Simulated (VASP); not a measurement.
# Al4Co3Ni (P4/mmm) in VASP: notebook

Al4Co3Ni is run at these levels: PBE; tasks: single point.

All numbers are computed with VASP 6.6.1; they aren't measurements. Logs are shortened: lines on timing, memory, paths and dates and some standing lists are left out, and cuts for length are marked.

**1. The cell of the first run**

Symmetry: P4/mmm, No. 123, tetragonal system. Conventional cell: a = 5.723 Å, b = 5.723 Å, c = 2.874 Å, α = 90.00°, β = 90.00°, γ = 90.00°. Within 3.3 Å of Al (site symmetry m2m) lie 6 Co at 2.46 to 2.48 Å and 2 Ni at 2.50 Å and 6 Al at 2.83 to 2.89 Å. Within 3.3 Å of Co (site symmetry mmm) lie 8 Al at 2.48 Å and 4 Co at 2.86 to 2.87 Å and 2 Ni at 2.86 Å. Co (site symmetry 4/mmm) has 8 Al at 2.46 Å and 6 Co at 2.86 to 2.87 Å within 3.3 Å. Ni (site symmetry 4/mmm) has 8 Al at 2.50 Å and 4 Co at 2.86 Å and 2 Ni at 2.87 Å within 3.3 Å.

**2. Single point, PBE, collinear spin, ferromagnetic start**

Input file INCAR:

```
SYSTEM = Al4Co3Ni
PREC = Accurate ; ENCUT = 520
EDIFF = 1E-6 ; ISMEAR = 0
SIGMA = 0.1 ; LREAL = .False.
LASPH = .True. ; NELM = 150
ALGO = Normal ; ISIF = 2
LWAVE = .False. ; LCHARG = .True.
ISPIN = 2 ; MAGMOM = 0 0 0 0 3 3 3 2
LORBIT = 11 ; LMAXMIX = 4
GGA = PE ; LELF = .True.
LVHAR = .True. ; NBANDS = 38
```

Input file KPOINTS:

```
regular mesh
0
Gamma
  4 4 6
  0 0 0
```

Input file POSCAR:

```
Al4Co3Ni
1.0
    5.7231581091      0.0000000000      0.0000000000
    0.0000000000      5.7231581091      0.0000000000
    0.0000000000      0.0000000000      2.8738054835
Al Co Ni
4 3 1
Direct
    0.2471808439      0.7528191561      0.0000000000
    0.2471808439      0.2471808439      0.0000000000
    0.7528191561      0.7528191561      0.0000000000
    0.7528191561      0.2471808439      0.0000000000
    0.5000000000      0.0000000000      0.5000000000
    0.0000000000      0.0000000000      0.5000000000
    0.0000000000      0.5000000000      0.5000000000
    0.5000000000      0.5000000000      0.5000000000
```

Potentials or basis: VASP PAW PBE potentials, release 64 (Al, Co, Ni).

Run with:

```sh
> cat potpaw_PBE.64/Al/POTCAR potpaw_PBE.64/Co/POTCAR potpaw_PBE.64/Ni/POTCAR > POTCAR
> mpirun -np 1 vasp_std > vasp.out
```

OUTCAR:

```text
SYSTEM = Al4Co3Ni
   PREC = Accurate
   ENCUT = 520
   EDIFF = 1E-6
   ISMEAR = 0
   LREAL = .False.
   LASPH = .True.
   NELM = 150
   ISIF = 2
   ISPIN = 2
   LORBIT = 11
   GGA = PE

 ion  position               nearest neighbor table
   1  0.247  0.753  0.000-   6 2.46   6 2.46   7 2.48   5 2.48   5 2.48   7 2.48   8 2.50   8 2.50
                             2 2.83   3 2.83   3 2.89   2 2.89
   2  0.247  0.247  0.000-   6 2.46   6 2.46   7 2.48   5 2.48   5 2.48   7 2.48   8 2.50   8 2.50
                             1 2.83   4 2.83   4 2.89   1 2.89
   3  0.753  0.753  0.000-   6 2.46   6 2.46   7 2.48   5 2.48   5 2.48   7 2.48   8 2.50   8 2.50
                             1 2.83   4 2.83   4 2.89   1 2.89
   4  0.753  0.247  0.000-   6 2.46   6 2.46   7 2.48   5 2.48   5 2.48   7 2.48   8 2.50   8 2.50
                             2 2.83   3 2.83   3 2.89   2 2.89
   5  0.500  0.000  0.500-   1 2.48   2 2.48   3 2.48   4 2.48   1 2.48   2 2.48   3 2.48   4 2.48
                             6 2.86   8 2.86   8 2.86   6 2.86
   6  0.000  0.000  0.500-   1 2.46   2 2.46   3 2.46   4 2.46   1 2.46   2 2.46   3 2.46   4 2.46
                             5 2.86   7 2.86   7 2.86   5 2.86
   7  0.000  0.500  0.500-   1 2.48   2 2.48   3 2.48   4 2.48   1 2.48   2 2.48   3 2.48   4 2.48
                             6 2.86   8 2.86   6 2.86   8 2.86
   8  0.500  0.500  0.500-   1 2.50   2 2.50   3 2.50   4 2.50   1 2.50   2 2.50   3 2.50   4 2.50
                             5 2.86   7 2.86   5 2.86   7 2.86

  LATTYP: Found a simple tetragonal cell.
 ALAT       =     5.7231581091
 C/A-ratio  =     0.5021363081

  Lattice vectors:

 A1 = (   5.7231581091,   0.0000000000,   0.0000000000)
 A2 = (   0.0000000000,   5.7231581091,   0.0000000000)
 A3 = (   0.0000000000,   0.0000000000,   2.8738054835)

Analysis of symmetry for initial positions (statically):
=====================================================================
 Subroutine PRICEL returns:
 Original cell was already a primitive cell.

 Routine SETGRP: Setting up the symmetry group for a
 simple tetragonal supercell.

 Subroutine GETGRP returns: Found 16 space group operations
 (whereof 16 operations were pure point group operations)
 out of a pool of 16 trial point group operations.

The static configuration has the point symmetry D_4h.

Analysis of symmetry for dynamics (positions and initial velocities):
=====================================================================
 Subroutine PRICEL returns:
 Original cell was already a primitive cell.

 Routine SETGRP: Setting up the symmetry group for a
 simple tetragonal supercell.

 Subroutine GETGRP returns: Found 16 space group operations
 (whereof 16 operations were pure point group operations)
 out of a pool of 16 trial point group operations.

The dynamic configuration has the point symmetry D_4h.

Analysis of structural, dynamic, and magnetic symmetry:
=====================================================================
 Subroutine PRICEL returns:
 Original cell was already a primitive cell.

 Routine SETGRP: Setting up the symmetry group for a
 simple tetragonal supercell.

 Subroutine GETGRP returns: Found 16 space group operations
 (whereof 16 operations were pure point group operations)
 out of a pool of 16 trial point group operations.

The overall configuration has the point symmetry D_4h.

 Subroutine INISYM returns: Found 16 space group operations
 (whereof 16 operations are pure point group operations),
 and found     1 'primitive' translations

----------------------------------------------------------------------------------------

                                     Primitive cell

  volume of cell :      94.1302

  direct lattice vectors                    reciprocal lattice vectors
     5.723158109  0.000000000  0.000000000     0.174728704  0.000000000  0.000000000
     0.000000000  5.723158109  0.000000000     0.000000000  0.174728704  0.000000000
     0.000000000  0.000000000  2.873805483     0.000000000  0.000000000  0.347970663

  length of vectors
     5.723158109  5.723158109  2.873805483     0.174728704  0.174728704  0.347970663

  position of ions in fractional coordinates (direct lattice)
     0.247180844  0.752819156  0.000000000
     0.247180844  0.247180844  0.000000000
     0.752819156  0.752819156  0.000000000
     0.752819156  0.247180844  0.000000000
     0.500000000  0.000000000  0.500000000
[... 77 lines left out ...]
   ISTART =      0    job   : 0-new  1-cont  2-samecut
   ICHARG =      2    charge: 1-file 2-atom 10-const
   ISPIN  =      2    spin polarized calculation?
   LNONCOLLINEAR =      F non collinear calculations
   LSORBIT =      F    spin-orbit coupling
   LASPH  =      T    aspherical Exc in radial PAW
   ENCUT  =  520.0 eV  38.22 Ry    6.18 a.u.  10.64 10.64  5.34*2*pi/ulx,y,z
   NELM   =    150;   NELMIN=  2; NELMDL= -5     # of ELM steps
   EDIFF  = 0.1E-05   stopping-criterion for ELM
   LREAL  =      F    real-space projection
   EDIFFG = 0.1E-04   stopping-criterion for IOM
   NSW    =      0    number of steps for IOM
   IBRION =     -1    ionic relax: 0-MD 1-quasi-New 2-CG
   NFREE  =      0    steps in history (QN), initial steepest desc. (CG)
   ISIF   =      2    stress and relaxation
   ISYM   =      2    0-nonsym 1-usesym 2-fastsym
   POTIM  = 0.5000    time-step for ionic-motion
   TEBEG  =    0.0;   TEEND  =   0.0 temperature during run
   PSTRESS=    0.0 pullay stress
   NELECT =      49.0000    total number of electrons
   NUPDOWN=      -1.0000    fix difference up-down
   EMIN   =  10.00;   EMAX   =-10.00  energy-range for DOS
   EFERMI =   0.00;   METHOD = LEGACY
   ISMEAR =     0;   SIGMA  =   0.10  broadening in eV -4-tet -1-fermi 0-gaus
   EFERMI_NEDOS =   21; number of points for ismear=-14 and -15
   IALGO  =     38    algorithm
   IMIX   =      4    mixing-type and parameters
     AMIX     =   0.40;   BMIX     =  1.00
     AMIX_MAG =   1.60;   BMIX_MAG =  1.00
  volume/ion in A,a.u.               =      11.77        79.40
  Fermi-wavevector in a.u.,A,eV,Ry     =   1.316934  2.488644 23.596779  1.734314
  Thomas-Fermi vector in A             =   2.447011
   LORBIT       =     11    0 simple, 1 ext, 2 COOP (PROOUT), +10 PAW based schemes
   GGA     = PE    functional components
   LHFCALC =     F    Hartree Fock is set to
   AEXX    =    0.0000 exact exchange contribution
   IVDW    =     0    specifies the selected vdW correction
   LEPSILON=     F    determine dielectric tensor
   LRPA    =     F    only Hartree local field effects (RPA)
 spin polarized calculation
 Gauss-broadening in eV      SIGMA  =   0.10
  energy-cutoff  :      520.00
  volume of cell :       94.13
 maximum number of plane-waves:      2552
 NGX is ok and might be reduce to    48
   NGX = 21   NGY = 21   NGZ = 11

 number of electron      49.0000000 magnetization      11.0000000

 number of electron      49.0000007 magnetization       0.8342365

 Free energy of the ion-electron system (eV)
  ---------------------------------------------------
  ext. energy  EPLUGINS =         0.00000000
  ---------------------------------------------------
  free energy    TOTEN  =       -46.44074319 eV

  energy without entropy =      -46.42134103  energy(sigma->0) =      -46.43104211

 E-fermi :  10.3128     XC(G=0): -12.1692

 val. band max:       10.3042799868   @ k =   0.5000   0.0000   0.1667
 cond. band min:      10.3282997532   @ k =   0.5000   0.0000   0.5000
 fundamental gap:      0.0240197664
 Fermi energy:        10.3128307220

 spin component 1

 k-point     1 :       0.0000    0.0000    0.0000
  band No.  band energies     occupation
      1      -0.6967      1.00000
      2       3.5618      1.00000
      3       3.5618      1.00000
      4       3.6357      1.00000
      5       3.7714      1.00000
      6       5.0963      1.00000
[... 925 lines left out ...]
     35      16.2509      0.00000
     36      16.2664      0.00000
 Fermi energy:        10.3128307220

 spin component 2

 k-point     1 :       0.0000    0.0000    0.0000
  band No.  band energies     occupation
      1      -0.7226      1.00000
      2       3.5262      1.00000
      3       3.5262      1.00000
      4       3.6493      1.00000
      5       3.7853      1.00000
      6       5.1226      1.00000
[... 925 lines left out ...]
     35      16.3161      0.00000
     36      16.3490      0.00000
 [bands above 36 left out]

------------------------ aborting loop because EDIFF is reached ----------------------------------------

  FORCE on cell =-STRESS in cart. coord.  units (eV):
  Direction    XX          YY          ZZ          XY          YZ          ZX
  --------------------------------------------------------------------------------------
  -------------------------------------------------------------------------------------
  Total       -0.0187003     -0.0187003     -0.1160875      0.0000000      0.0000000      0.0000000
  in kB       -0.3182960     -0.3182960     -1.9759109      0.0000000      0.0000000      0.0000000
  external PRESSURE =      -0.8708343 kB  Pullay stress =       0.0000000 kB

 VOLUME and BASIS-vectors are now :
 -----------------------------------------------------------------------------
  energy-cutoff  :      520.00
  volume of cell :       94.13
      direct lattice vectors                 reciprocal lattice vectors
     5.723158109  0.000000000  0.000000000     0.174728704  0.000000000  0.000000000
     0.000000000  5.723158109  0.000000000     0.000000000  0.174728704  0.000000000
     0.000000000  0.000000000  2.873805483     0.000000000  0.000000000  0.347970663

 POSITION                                       TOTAL-FORCE (eV/Angst)
 -----------------------------------------------------------------------------------
      1.41466      4.30850      0.00000        -0.000167      0.000167     -0.000000
      1.41466      1.41466      0.00000        -0.000167     -0.000167      0.000000
      4.30850      4.30850      0.00000         0.000167      0.000167      0.000000
      4.30850      1.41466      0.00000         0.000167     -0.000167      0.000000
      2.86158      0.00000      1.43690         0.000000      0.000000      0.000000
      0.00000      0.00000      1.43690         0.000000      0.000000      0.000000
      0.00000      2.86158      1.43690         0.000000      0.000000      0.000000
      2.86158      2.86158      1.43690         0.000000      0.000000      0.000000
 -----------------------------------------------------------------------------------
    total drift:                                0.000000      0.000000     -0.000000

  FREE ENERGIE OF THE ION-ELECTRON SYSTEM (eV)
  ---------------------------------------------------
  free  energy   TOTEN  =       -46.4407431915 eV

  energy  without entropy=      -46.4213410309  energy(sigma->0) =      -46.43104211

 total charge

# of ion       s       p       d       tot
------------------------------------------
    1        0.391   0.422   0.000   0.813
    2        0.391   0.422   0.000   0.813
    3        0.391   0.422   0.000   0.813
    4        0.391   0.422   0.000   0.813
    5        0.431   0.490   7.502   8.423
    6        0.438   0.509   7.510   8.457
    7        0.431   0.490   7.502   8.423
    8        0.475   0.511   8.461   9.447
--------------------------------------------------
tot          3.339   3.687  30.975  38.002

 magnetization (x)

# of ion       s       p       d       tot
------------------------------------------
    1       -0.002  -0.004   0.000  -0.006
    2       -0.002  -0.004   0.000  -0.006
    3       -0.002  -0.004   0.000  -0.006
    4       -0.002  -0.004   0.000  -0.006
    5        0.003  -0.007   0.290   0.286
    6        0.004  -0.012   0.382   0.373
    7        0.003  -0.007   0.290   0.286
    8        0.000  -0.003   0.026   0.024
--------------------------------------------------
tot          0.002  -0.044   0.987   0.945
```

It took 3.5 min on 1 thread of Intel Xeon Platinum 8488C (Sapphire Rapids), shared host; peak memory 0.34 GiB.

What came out:

```
Free energy                                           : -46.4407 eV
Pressure                                              : -0.1 GPa
Net moment                                            : 0.83 μB per cell
Site moments                                          : Al -0.01; Co +0.29, +0.37 (each value once); Ni +0.02 μB
Valence electrons inside the program's atomic spheres : Al 0.81; Co 8.42, 8.46 (each value once); Ni 9.45
```

Levels at points of the mesh, in eV from the Fermi level:
Spin up:
```
           k point  band 23  band 24  band 25  band 26  band 27  band 28
(0.00, 0.00, 0.00)    -0.83    -0.83    -0.66    -0.21    -0.09     2.10
(0.50, 0.00, 0.00)    -1.05    -0.84    -0.37    -0.11     1.21     1.36
(0.50, 0.50, 0.00)    -1.20    -1.18     1.24     1.53     1.54     1.54
(0.00, 0.00, 0.50)    -0.63    -0.50    -0.48    -0.15     2.04     2.13
(0.50, 0.00, 0.50)    -0.29    -0.15    -0.03     0.02     0.11     0.12
(0.50, 0.50, 0.50)    -0.72    -0.71    -0.55    -0.09     0.03     0.03
```
Spin down:
```tsv
k point	band 21	band 22	band 23	band 24	band 25	band 26	band 27	band 28
(0.00, 0.00, 0.00)	-0.90	-0.83	-0.64	-0.64	-0.37	0.30	0.33	2.34
(0.50, 0.00, 0.00)	-1.11	-0.98	-0.89	-0.65	-0.12	0.42	1.35	1.61
(0.50, 0.50, 0.00)	-1.09	-1.09	-1.06	-1.00	1.25	1.74	1.74	1.81
(0.00, 0.00, 0.50)	-0.85	-0.71	-0.29	0.11	0.16	0.38	2.26	2.29
(0.50, 0.00, 0.50)	-0.79	-0.02	0.05	0.14	0.17	0.19	0.20	0.43
(0.50, 0.50, 0.50)	-0.85	-0.85	-0.63	-0.59	-0.49	0.50	0.50	0.52
```

Caveat: the k points lie up to 0.36 Å⁻¹ apart.

**3. Single point, PBE, collinear spin, ferromagnetic start**

This run uses another cell than the first one, of 12.99 Å³/atom.

Input file INCAR:

```
SYSTEM = Al4Co3Ni
PREC     = Accurate       ! precision mode
ENCUT    = 520            ! plane-wave cutoff, eV
EDIFF    = 1E-7           ! SCF threshold, eV
ISMEAR   = 0              ! smearing method
SIGMA    = 0.1            ! smearing width, eV
LREAL    = .False.        ! projectors in reciprocal space
LASPH    = .True.         ! aspherical terms in the spheres
NELM     = 150            ! most SCF steps
ALGO     = Normal         ! electronic algorithm
ISIF     = 2              ! what is computed and relaxed
LWAVE    = .False.        ! write WAVECAR
LCHARG   = .False.        ! write CHGCAR
ISPIN    = 2              ! spin polarisation
MAGMOM   = 0 0 0 0 3 3 3 2 ! initial moments
LORBIT   = 11             ! projections on sites
LMAXMIX  = 4              ! l up to which the mixer works
GGA      = PE             ! functional
NBANDS   = 38             ! bands
```

Input file KPOINTS:

```
Automatic mesh
0
Gamma
  4 4 6
  0 0 0
```

Input file POSCAR:

```
Al4Co3Ni
1.0
    5.9234211700      0.0000000000      0.0000000000
    0.0000000000      5.9234211700      0.0000000000
    0.0000000000      0.0000000000      2.9617105800
Al Co Ni
4 3 1
Direct
    0.2500000000      0.7500000000      0.0000000000
    0.2500000000      0.2500000000      0.0000000000
    0.7500000000      0.7500000000      0.0000000000
    0.7500000000      0.2500000000      0.0000000000
    0.5000000000      0.0000000000      0.5000000000
    0.0000000000      0.0000000000      0.5000000000
    0.0000000000      0.5000000000      0.5000000000
    0.5000000000      0.5000000000      0.5000000000
```

Potentials or basis: VASP PAW PBE potentials, release 64 (Al, Co, Ni).

Run with:

```sh
> cat potpaw_PBE.64/Al/POTCAR potpaw_PBE.64/Co/POTCAR potpaw_PBE.64/Ni/POTCAR > POTCAR
> mpirun -np 1 vasp_std > vasp.out
```

Wall time 3.9 min (1 thread of Intel Xeon Platinum 8488C (Sapphire Rapids), shared host); peak memory 0.36 GiB.

Results (log left out):

```yaml
Free_energy: -45.9628 eV
Pressure: -13.7 GPa
Largest_force: 0.322 eV/Å
Band_gap_on_the_k_mesh: zero (filled and empty bands overlap)
Net_moment: 0.98 μB per cell
Site_moments: Al -0.01; Co +0.39, +0.36 (each value once); Ni +0.03 μB
Valence_electrons_inside_the_program's_atomic_spheres: Al 0.76; Co 8.25; Ni 9.32
```

Forces on the atoms (eV/Å):
```
Al  -0.227  0.227  0.000
Al  -0.227 -0.227  0.000
Al   0.227  0.227  0.000
Al   0.227 -0.227  0.000
Co   0.000  0.000  0.000
Co   0.000  0.000  0.000
Co   0.000  0.000  0.000
Ni   0.000  0.000  0.000
```

Stress tensor (GPa, compression positive):
```
-13.85   0.00   0.00
  0.00 -13.85   0.00
  0.00   0.00 -13.49
```

Levels at points of the mesh, in eV from the Fermi level:
Spin up:
```tsv
k point	band 21	band 22	band 23	band 24	band 25	band 26	band 27	band 28	band 29	band 30
(0.00, 0.00, 0.00)	-0.95	-0.86	-0.67	-0.67	-0.66	-0.21	-0.17	1.84	2.63	5.40
(0.50, 0.00, 0.00)	-1.07	-0.97	-0.95	-0.68	-0.43	-0.13	0.99	1.16	4.68	4.88
(0.50, 0.50, 0.00)	-1.04	-1.02	-1.02	-1.02	1.06	1.36	1.36	1.44	2.64	2.70
(0.00, 0.00, 0.50)	-0.90	-0.76	-0.64	-0.46	-0.43	-0.17	1.80	1.90	2.36	2.37
(0.50, 0.00, 0.50)	-0.87	-0.44	-0.33	-0.13	0.11	0.13	0.14	0.14	1.86	2.13
(0.50, 0.50, 0.50)	-0.78	-0.78	-0.69	-0.54	-0.54	-0.03	-0.03	-0.01	5.19	5.19
```
Spin down:
```
           k point  band 22  band 23  band 24  band 25  band 26  band 27
(0.00, 0.00, 0.00)    -0.65    -0.45    -0.45    -0.28     0.34     0.39
(0.50, 0.00, 0.00)    -0.75    -0.72    -0.46    -0.09     0.47     1.18
(0.50, 0.50, 0.00)    -0.82    -0.82    -0.79     1.08     1.64     1.64
(0.00, 0.00, 0.50)    -0.54    -0.18     0.24     0.27     0.45     2.07
(0.50, 0.00, 0.50)     0.13     0.18     0.23     0.24     0.26     0.26
(0.50, 0.50, 0.50)    -0.70    -0.50    -0.46    -0.40     0.57     0.57
```

Caveat: the cell stands under tension.

The gap in the log of VASP goes by the Fermi energy; the results here count the filled bands.